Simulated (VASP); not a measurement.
Runs of VASP 6.6.1 on Ga2TeO2. The structure is that of space group I4/mmm (No. 139), or close to it. The cells are those of the table. The cell was generated, and may not be a known phase.

| task | cell | k mesh | cutoff (eV) | gap on the mesh (eV) | pressure (GPa) |
| --- | --- | --- | --- | --- | --- |
| single point | a = 5.628 Å, angles 113.8, 113.8, 101.2°, 5 atoms | 10 × 10 × 10 | 520 | none | 0.1 |
| single point | a = 5.574 Å, angles 114.8, 114.8, 99.3°, 5 atoms | 4 × 4 × 4 | 520 | none | (a) |
| single point | a = 5.075 Å, angles 114.2, 114.2, 100.4°, 5 atoms | 4 × 4 × 4 | 520 | none | 24.6 |
| relaxation of cell and atoms | relaxed from a = 5.075 Å, angles 114.2, 114.2, 100.4°, 5 atoms | 4 × 4 × 4 | 600 | none | 0.1 |

Alike in all rows: level PBE; potentials or basis VASP PAW PBE potentials, release 64 (Ga_d, Te, O); no spin polarisation; smearing gaussian 0.1 eV.

Problem. Fill in the values left out.

Solution. (a) 0.2.

Caveats: some runs use coarse meshes; semilocal functionals underestimate gaps, and a narrow one can read as zero; spin-orbit coupling is left out, which moves the levels of the heavy elements.

A k mesh can miss the band edges, and the runs leave out spin-orbit coupling on Ga, Te.

A gap of «none» marks levels without a gap at the run's occupations.
